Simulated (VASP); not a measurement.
# Sc8H in VASP: further runs

Sc8H is run at these levels: LDA; tasks: single point.

All numbers are computed with VASP 6.6.1; they aren't measurements. Logs are shortened: lines on timing, memory, paths and dates and some standing lists are left out, and cuts for length are marked.

## 1. The cell of the first run

The cell holds a slab with vacuum, 9 atoms: a = 6.459 Å, b = 4.985 Å, c = 19.026 Å, α = 90.00°, β = 90.00°, γ = 90.00°.

## 2. Single point, LDA

Input file INCAR:

```
SYSTEM = Sc8H
  PREC = Accurate
  ENCUT = 520
  EDIFF = 1E-7
  ISMEAR = 0
  SIGMA = 0.1
  LREAL = .FALSE.
  LASPH = .TRUE.
  NELM = 100
  ALGO = Normal
  ISIF = 2
  LWAVE = .FALSE.
  LCHARG = .FALSE.
  LDIPOL = .TRUE.
  IDIPOL = 3
  DIPOL = 0.5 0.5 0.320
  GGA = CA
  NBANDS = 54
```

Input file KPOINTS:

```
regular mesh
0
G
  4 6 1
  0 0 0
```

Input file POSCAR:

```
Sc8H
1.0
    6.4591689165      0.0000000000      0.0000000000
    0.0000000000      4.9849552023      0.0000000000
    0.0000000000      0.0000000000     19.0264987477
Sc H
8 1
Direct
    0.0000000000      0.7500000000      0.2102331098
    0.5000000000      0.7500000000      0.2102331098
    0.2500000000      0.2500000000      0.2592332301
    0.7500000000      0.2500000000      0.2592332301
    0.2500000000      0.7500000000      0.3431453096
    0.7500000000      0.7500000000      0.3431453096
    0.0000000000      0.2500000000      0.3955798094
    0.5000000000      0.2500000000      0.3955798094
    0.0000000000      0.5000000000      0.4676520935
```

Potentials or basis: VASP PAW LDA potentials, release 64 (Sc_sv, H).

Started as:

```console
$ cat potpaw_LDA.64/Sc_sv/POTCAR potpaw_LDA.64/H/POTCAR > POTCAR
$ mpirun -np 1 vasp_std > vasp.out
```

OUTCAR:

```text
SYSTEM = Sc8H
   PREC = Accurate
   ENCUT = 520
   EDIFF = 1E-7
   ISMEAR = 0
   LREAL = .FALSE.
   LASPH = .TRUE.
   NELM = 100
   ISIF = 2
   GGA = CA

 ion  position               nearest neighbor table
   1  0.000  0.750  0.210-   5 3.00   6 3.00   3 3.11   4 3.11   3 3.11   4 3.11   2 3.23   2 3.23

   2  0.500  0.750  0.210-   5 3.00   6 3.00   3 3.11   4 3.11   3 3.11   4 3.11   1 3.23   1 3.23

   3  0.250  0.250  0.259-   5 2.96   5 2.96   8 3.06   7 3.06   1 3.11   1 3.11   2 3.11   2 3.11
                             4 3.23   4 3.23
   4  0.750  0.250  0.259-   6 2.96   6 2.96   8 3.06   7 3.06   1 3.11   1 3.11   2 3.11   2 3.11
                             3 3.23   3 3.23
   5  0.250  0.750  0.343-   3 2.96   3 2.96   1 3.00   2 3.00   8 3.13   7 3.13   7 3.13   8 3.13
                             6 3.23   6 3.23
   6  0.750  0.750  0.343-   4 2.96   4 2.96   1 3.00   2 3.00   8 3.13   7 3.13   7 3.13   8 3.13
                             5 3.23   5 3.23
   7  0.000  0.250  0.396-   9 1.85   4 3.06   3 3.06   6 3.13   5 3.13   5 3.13   6 3.13   8 3.23
                             8 3.23
   8  0.500  0.250  0.396-   3 3.06   4 3.06   5 3.13   6 3.13   5 3.13   6 3.13   7 3.23   7 3.23

   9  0.000  0.500  0.468-   7 1.85

  LATTYP: Found a simple orthorhombic cell.
 ALAT       =     4.9849552023
 B/A-ratio  =     1.2957325902
 C/A-ratio  =     3.8167842991

  Lattice vectors:

 A1 = (   0.0000000000,  -4.9849552023,   0.0000000000)
 A2 = (   6.4591689165,   0.0000000000,   0.0000000000)
 A3 = (   0.0000000000,   0.0000000000,  19.0264987477)

Analysis of symmetry for initial positions (statically):
=====================================================================
 Subroutine PRICEL returns:
 Original cell was already a primitive cell.

 Routine SETGRP: Setting up the symmetry group for a
 simple orthorhombic supercell.

 Subroutine GETGRP returns: Found  2 space group operations
 (whereof  2 operations were pure point group operations)
 out of a pool of  8 trial point group operations.

The static configuration has the point symmetry C_1h.

Analysis of symmetry for dynamics (positions and initial velocities):
=====================================================================
 Subroutine PRICEL returns:
 Original cell was already a primitive cell.

 Routine SETGRP: Setting up the symmetry group for a
[... 117 lines left out ...]
   PSTRESS=    0.0 pullay stress
   NELECT =      89.0000    total number of electrons
   NUPDOWN=      -1.0000    fix difference up-down
   EMIN   =  10.00;   EMAX   =-10.00  energy-range for DOS
   EFERMI =   0.00;   METHOD = LEGACY
   ISMEAR =     0;   SIGMA  =   0.10  broadening in eV -4-tet -1-fermi 0-gaus
   EFERMI_NEDOS =   21; number of points for ismear=-14 and -15
   IALGO  =     38    algorithm
   IMIX   =      4    mixing-type and parameters
     AMIX     =   0.40;   BMIX     =  1.00
     AMIX_MAG =   1.60;   BMIX_MAG =  1.00
  volume/ion in A,a.u.               =      68.07       459.36
  Fermi-wavevector in a.u.,A,eV,Ry     =   0.860609  1.626315 10.077127  0.740648
  Thomas-Fermi vector in A             =   1.978139
   LORBIT       =      0    0 simple, 1 ext, 2 COOP (PROOUT), +10 PAW based schemes
   GGA     = CA    functional components
   LHFCALC =     F    Hartree Fock is set to
   AEXX    =    0.0000 exact exchange contribution
   IVDW    =     0    specifies the selected vdW correction
   LEPSILON=     F    determine dielectric tensor
   LRPA    =     F    only Hartree local field effects (RPA)
 non-spin polarized calculation
 Gauss-broadening in eV      SIGMA  =   0.10
  energy-cutoff  :      520.00
  volume of cell :      612.63
 maximum number of plane-waves:     16576
   NGX = 25   NGY = 19   NGZ = 71

 dipolmoment           0.000000      0.000000     -0.260675 electrons x Angstroem

 number of electron      89.0000016 magnetization

 dipolmoment           0.000000      0.000000      0.068930 electrons x Angstroem

 Free energy of the ion-electron system (eV)
  ---------------------------------------------------
  ext. energy  EPLUGINS =         0.00000000
  ---------------------------------------------------
  free energy    TOTEN  =       -51.88354672 eV

  energy without entropy =      -51.82546203  energy(sigma->0) =      -51.85450438

 E-fermi :  -1.3118     XC(G=0):  -4.1512

 val. band max:       -1.3204944893   @ k =   0.5000   0.1667   0.0000
 cond. band min:      -1.2894715045   @ k =   0.0000   0.3333   0.0000
 fundamental gap:      0.0310229848
 Fermi energy:        -1.3117566330

 k-point     1 :       0.0000    0.0000    0.0000
  band No.  band energies     occupation
      1     -50.4397      2.00000
      2     -50.3101      2.00000
      3     -50.2807      2.00000
      4     -50.1398      2.00000
      5     -49.8868      2.00000
      6     -49.8709      2.00000
[... 673 lines left out ...]
     53      -0.3606      0.00000
     54      -0.3551      0.00000

------------------------ aborting loop because EDIFF is reached ----------------------------------------

 vacuum level on the upper side and lower side of the slab       (xc-potential included)         0.120        -0.304

  FORCE on cell =-STRESS in cart. coord.  units (eV):
  Direction    XX          YY          ZZ          XY          YZ          ZX
  --------------------------------------------------------------------------------------
  -------------------------------------------------------------------------------------
  Total       -0.2216159     -1.1418910     -0.2737922      0.0000000      1.5651145      0.0000000
  in kB       -0.5795817     -2.9863345     -0.7160360      0.0000000      4.0931714      0.0000000
  external PRESSURE =      -1.4273174 kB  Pullay stress =       0.0000000 kB

 VOLUME and BASIS-vectors are now :
 -----------------------------------------------------------------------------
  energy-cutoff  :      520.00
  volume of cell :      612.63
      direct lattice vectors                 reciprocal lattice vectors
     6.459168917  0.000000000  0.000000000     0.154818679  0.000000000  0.000000000
     0.000000000  4.984955202  0.000000000     0.000000000  0.200603608  0.000000000
     0.000000000  0.000000000 19.026498748     0.000000000  0.000000000  0.052558277

 POSITION                                       TOTAL-FORCE (eV/Angst)
 -----------------------------------------------------------------------------------
      0.00000      3.73872      4.00000         0.000000      0.006666     -0.107399
      3.22958      3.73872      4.00000         0.000000     -0.004487     -0.281138
      1.61479      1.24624      4.93230         0.042298      0.028419      0.255333
      4.84438      1.24624      4.93230        -0.042298      0.028419      0.255333
      1.61479      3.73872      6.52885         0.120435     -0.250176      0.134774
      4.84438      3.73872      6.52885        -0.120435     -0.250176      0.134774
      0.00000      1.24624      7.52650         0.000000     -0.463693     -0.465624
      3.22958      1.24624      7.52650         0.000000      0.014725      0.051331
      0.00000      2.49248      8.89778         0.000000      0.890302      0.022614
 -----------------------------------------------------------------------------------
    total drift:                                0.000000      0.000014      0.001590

  FREE ENERGIE OF THE ION-ELECTRON SYSTEM (eV)
  ---------------------------------------------------
  free  energy   TOTEN  =       -51.8835467155 eV

  energy  without entropy=      -51.8254620347  energy(sigma->0) =      -51.85450438

 vacuum level on the upper side and lower side of the slab         2.574         2.149
```

stdout:

```text
POSCAR found type information on POSCAR ScH
 POSCAR found :  2 types and       9 ions
 scaLAPACK will be used
 LDA part: xc-table for (Slater(with rela. corr.)+CA(PZ))
 , standard interpolation
 POSCAR, INCAR and KPOINTS ok, starting setup
 FFT: planning ... GRIDC
 FFT: planning ... GRID_SOFT
 FFT: planning ... GRID
 WAVECAR not read
 entering main loop
```

Wall time 10 min (1 thread of Intel Xeon 6975P-C (Granite Rapids), shared host); peak memory 0.63 GiB.

What came out:

```yaml
Free_energy: -51.8835 eV
Largest_force: 0.891 eV/Å
Band_gap_on_the_k_mesh: zero (an odd number of electrons rules out a gap without spin polarisation)
```

Forces in eV/Å, atoms in the order of the input:
```
Sc   0.000  0.007 -0.107
Sc   0.000 -0.004 -0.281
Sc   0.042  0.028  0.255
Sc  -0.042  0.028  0.255
Sc   0.120 -0.250  0.135
Sc  -0.120 -0.250  0.135
Sc   0.000 -0.464 -0.466
Sc   0.000  0.015  0.051
H    0.000  0.890  0.023
```

## 3. Single point, LDA

INCAR, as its differences from that of step 2:

```diff
@@ -8,3 +8,3 @@
   LASPH = .TRUE.
-  NELM = 100
+  NELM = 80
   ALGO = Normal
@@ -15,3 +15,3 @@
   IDIPOL = 3
-  DIPOL = 0.5 0.5 0.320
+  DIPOL = 0.5 0.5 0.322
   GGA = CA
```

Input file KPOINTS:

```
Automatic mesh
0
G
  4 6 1
  0 0 0
```

POSCAR, as its differences from that of step 2:

```diff
@@ -16,2 +16,2 @@
     0.5000000000      0.2500000000      0.3955798094
-    0.0000000000      0.5000000000      0.4676520935
+    0.1250000000      0.2500000000      0.4836682798
```

Potentials or basis: VASP PAW LDA potentials, release 64 (Sc_sv, H).

Started as:

```console
$ cat potpaw_LDA.64/Sc_sv/POTCAR potpaw_LDA.64/H/POTCAR > POTCAR
$ mpirun -np 1 vasp_std > vasp.out
```

OUTCAR:

```text
SYSTEM = Sc8H
   PREC = Accurate
   ENCUT = 520
   EDIFF = 1E-7
   ISMEAR = 0
   LREAL = .FALSE.
   LASPH = .TRUE.
   NELM = 80
   ISIF = 2
   GGA = CA

 ion  position               nearest neighbor table
   1  0.000  0.750  0.210-   5 3.00   6 3.00   3 3.11   4 3.11   3 3.11   4 3.11   2 3.23   2 3.23

   2  0.500  0.750  0.210-   5 3.00   6 3.00   3 3.11   4 3.11   3 3.11   4 3.11   1 3.23   1 3.23

   3  0.250  0.250  0.259-   5 2.96   5 2.96   8 3.06   7 3.06   1 3.11   1 3.11   2 3.11   2 3.11
                             4 3.23   4 3.23
   4  0.750  0.250  0.259-   6 2.96   6 2.96   8 3.06   7 3.06   1 3.11   1 3.11   2 3.11   2 3.11
                             3 3.23   3 3.23
   5  0.250  0.750  0.343-   3 2.96   3 2.96   1 3.00   2 3.00   8 3.13   7 3.13   7 3.13   8 3.13
                             6 3.23   6 3.23
   6  0.750  0.750  0.343-   4 2.96   4 2.96   1 3.00   2 3.00   8 3.13   7 3.13   7 3.13   8 3.13
                             5 3.23   5 3.23
   7  0.000  0.250  0.396-   9 1.86   4 3.06   3 3.06   6 3.13   5 3.13   5 3.13   6 3.13   8 3.23
                             8 3.23
   8  0.500  0.250  0.396-   3 3.06   4 3.06   5 3.13   6 3.13   5 3.13   6 3.13   7 3.23   7 3.23

   9  0.125  0.250  0.484-   7 1.86

  LATTYP: Found a simple orthorhombic cell.
 ALAT       =     4.9849552023
 B/A-ratio  =     1.2957325902
 C/A-ratio  =     3.8167842991

  Lattice vectors:

 A1 = (   0.0000000000,  -4.9849552023,   0.0000000000)
 A2 = (   6.4591689165,   0.0000000000,   0.0000000000)
 A3 = (   0.0000000000,   0.0000000000,  19.0264987477)

Analysis of symmetry for initial positions (statically):
=====================================================================
 Subroutine PRICEL returns:
 Original cell was already a primitive cell.

 Routine SETGRP: Setting up the symmetry group for a
 simple orthorhombic supercell.
[... 151 lines left out ...]
   LEPSILON=     F    determine dielectric tensor
   LRPA    =     F    only Hartree local field effects (RPA)
 non-spin polarized calculation
 Gauss-broadening in eV      SIGMA  =   0.10
  energy-cutoff  :      520.00
  volume of cell :      612.63
 maximum number of plane-waves:     16576
   NGX = 25   NGY = 19   NGZ = 71

 dipolmoment           0.000000      0.000000     -0.350078 electrons x Angstroem

 number of electron      89.0000016 magnetization

 dipolmoment           0.000000      0.000000      0.190377 electrons x Angstroem

 Free energy of the ion-electron system (eV)
  ---------------------------------------------------
  ext. energy  EPLUGINS =         0.00000000
  ---------------------------------------------------
  free energy    TOTEN  =       -51.83247104 eV

  energy without entropy =      -51.75055588  energy(sigma->0) =      -51.79151346

 E-fermi :  -1.5927     XC(G=0):  -4.1574

 val. band max:       -1.5951349472   @ k =   0.2500   0.0000   0.0000
 cond. band min:      -1.5925676283   @ k =   0.2500   0.5000   0.0000
 fundamental gap:      0.0025673190
 Fermi energy:        -1.5927326925

 k-point     1 :       0.0000    0.0000    0.0000
  band No.  band energies     occupation
      1     -50.6759      2.00000
      2     -50.5637      2.00000
      3     -50.5326      2.00000
      4     -50.2200      2.00000
      5     -50.1018      2.00000
      6     -50.0762      2.00000
[... 673 lines left out ...]
     53      -0.7641      0.00000
     54      -0.5998      0.00000

------------------------ aborting loop because EDIFF is reached ----------------------------------------

 vacuum level on the upper side and lower side of the slab       (xc-potential included)         0.463        -0.627

  FORCE on cell =-STRESS in cart. coord.  units (eV):
  Direction    XX          YY          ZZ          XY          YZ          ZX
  --------------------------------------------------------------------------------------
  -------------------------------------------------------------------------------------
  Total       -0.0415622     -1.7206022      0.3339638      0.0000000      0.0000000      1.2277020
  in kB       -0.1086957     -4.4998111      0.8734001      0.0000000      0.0000000      3.2107522
  external PRESSURE =      -1.2450356 kB  Pullay stress =       0.0000000 kB

 VOLUME and BASIS-vectors are now :
 -----------------------------------------------------------------------------
  energy-cutoff  :      520.00
  volume of cell :      612.63
      direct lattice vectors                 reciprocal lattice vectors
     6.459168917  0.000000000  0.000000000     0.154818679  0.000000000  0.000000000
     0.000000000  4.984955202  0.000000000     0.000000000  0.200603608  0.000000000
     0.000000000  0.000000000 19.026498748     0.000000000  0.000000000  0.052558277

 POSITION                                       TOTAL-FORCE (eV/Angst)
 -----------------------------------------------------------------------------------
      0.00000      3.73872      4.00000         0.024880      0.000000     -0.128820
      3.22958      3.73872      4.00000        -0.014745      0.000000     -0.220777
      1.61479      1.24624      4.93230         0.053888      0.000000      0.200030
      4.84438      1.24624      4.93230        -0.042932      0.000000      0.205645
      1.61479      3.73872      6.52885         0.091904      0.000000     -0.048966
      4.84438      3.73872      6.52885        -0.156257      0.000000     -0.137211
      0.00000      1.24624      7.52650         0.013525      0.000000     -0.271191
      3.22958      1.24624      7.52650        -0.702589      0.000000      0.374426
      0.80740      1.24624      9.20251         0.732326      0.000000      0.026865
 -----------------------------------------------------------------------------------
    total drift:                               -0.000030      0.000000      0.001340

  FREE ENERGIE OF THE ION-ELECTRON SYSTEM (eV)
  ---------------------------------------------------
  free  energy   TOTEN  =       -51.8324710383 eV

  energy  without entropy=      -51.7505558818  energy(sigma->0) =      -51.79151346

 vacuum level on the upper side and lower side of the slab         3.024         1.917
```

OSZICAR:

```text
N       E                     dE             d eps       ncg     rms          rms(c)
DAV:   1     0.209893735489E+04    0.20989E+04   -0.35569E+04  1504   0.138E+03
DAV:   2     0.120253997962E+03   -0.19787E+04   -0.19597E+04  2072   0.748E+02
DAV:   3    -0.503767262687E+02   -0.17063E+03   -0.16735E+03  2184   0.373E+02
[... 22 lines left out ...]
DAV:  26    -0.518324460394E+02   -0.32888E-04   -0.18291E-06  1232   0.507E-03    0.160E-03
DAV:  27    -0.518324658954E+02   -0.19856E-04   -0.18000E-06  1200   0.626E-03    0.825E-04
DAV:  28    -0.518324692056E+02   -0.33102E-05   -0.34280E-07  1304   0.292E-03    0.575E-04
DAV:  29    -0.518324703272E+02   -0.11216E-05   -0.64633E-08  1088   0.189E-03    0.406E-04
DAV:  30    -0.518324709747E+02   -0.64751E-06   -0.65906E-08  1024   0.136E-03    0.182E-04
DAV:  31    -0.518324710383E+02   -0.63570E-07   -0.14512E-08   928   0.109E-03
   1 F= -.51832471E+02 E0= -.51791513E+02  d E =-.819152E-01
```

Run time: 9.3 min. Hardware: 1 thread of Intel Xeon 6975P-C (Granite Rapids), shared host; peak memory 0.62 GiB.

Results:

```
Free energy            : -51.8325 eV
Largest force          : 0.796 eV/Å
Band gap on the k mesh : zero (an odd number of electrons rules out a gap without spin polarisation)
```

Forces in eV/Å, atoms in the order of the input:
```
Sc   0.025  0.000 -0.129
Sc  -0.015  0.000 -0.221
Sc   0.054  0.000  0.200
Sc  -0.043  0.000  0.206
Sc   0.092  0.000 -0.049
Sc  -0.156  0.000 -0.137
Sc   0.014  0.000 -0.271
Sc  -0.703  0.000  0.374
H    0.732  0.000  0.027
```

Levels at points of the mesh, in eV from the Fermi level:
| k point | band 42 | band 43 | band 44 | band 45 | band 46 | band 47 | band 48 | band 49 |
| --- | --- | --- | --- | --- | --- | --- | --- | --- |
| (0.00, 0.00, 0.00) | -0.53 | -0.35 | -0.32 | -0.21 | 0.00 | 0.19 | 0.47 | 0.61 |
| (0.50, 0.00, 0.00) | -0.48 | -0.45 | -0.17 | -0.08 | 0.32 | 0.36 | 0.40 | 0.41 |
| (0.00, 0.50, 0.00) | -0.21 | -0.04 | 0.01 | 0.06 | 0.53 | 0.58 | 0.59 | 0.64 |
| (0.50, 0.50, 0.00) | -0.23 | -0.22 | -0.22 | -0.17 | 0.57 | 0.58 | 0.62 | 0.64 |

The gap in the log of VASP goes by the Fermi energy; the results here count the filled bands.